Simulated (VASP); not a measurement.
Write the native input for VASP 6.6.1 that does the following.

```yaml
Task: single point
Functional: PBE
Potentials_or_basis: VASP PAW PBE potentials, release 64 (Al, Cu)
Cutoff: 520 eV
k_mesh: 10 × 10 × 10
Occupations: gaussian, width 0.15 eV
Spin: no spin polarisation
Dipole_correction: no
Further_INCAR_settings: ALGO = Fast; EDIFF = 1e-06; NBANDS = 26
```

The structure of Al2Cu lies in POSCAR:

```
Al2Cu
1.0
   -2.9051000000      2.9051000000      2.3680500000
    2.9051000000     -2.9051000000      2.3680500000
    2.9051000000      2.9051000000     -2.3680500000
Al Cu
4 2
Direct
    0.1587211657      0.6587211657      0.8174423314
    0.6587211657      0.8412788343      0.5000000000
    0.8412788343      0.3412788343      0.1825576686
    0.3412788343      0.1587211657      0.5000000000
    0.7500000000      0.7500000000      0.0000000000
    0.2500000000      0.2500000000      0.0000000000
```

The input as run:

INCAR

```
SYSTEM = Al2Cu
  ALGO = Fast
  EDIFF = 1E-6
  ENCUT = 520
  GGA = PE
  ISIF = 2
  ISMEAR = 0
  LASPH = .True.
  LCHARG = .True.
  LELF = .True.
  LREAL = .False.
  LVHAR = .True.
  LWAVE = .False.
  NBANDS = 26
  NELM = 80
  PREC = Accurate
  SIGMA = 0.15
```

KPOINTS

```
k-points
0
Gamma
  10 10 10
  0 0 0
```

Potentials or basis: VASP PAW PBE potentials, release 64 (Al, Cu).

Run with:

```console
$ cat potpaw_PBE.64/Al/POTCAR potpaw_PBE.64/Cu/POTCAR > POTCAR
$ mpirun -np 1 vasp_std > vasp.out
```

Results of the run:

```yaml
Pressure: 14.4 GPa
Largest_force: 0.053 eV/Å
Band_gap_on_the_k_mesh: zero (band 17 reaches 11.95 eV, above the bottom of band 18 at 7.41 eV)
```

Run time: 4.5 min on 1 thread of Intel Xeon 6975P-C, with other jobs on the host, peak memory 0.33 GiB.
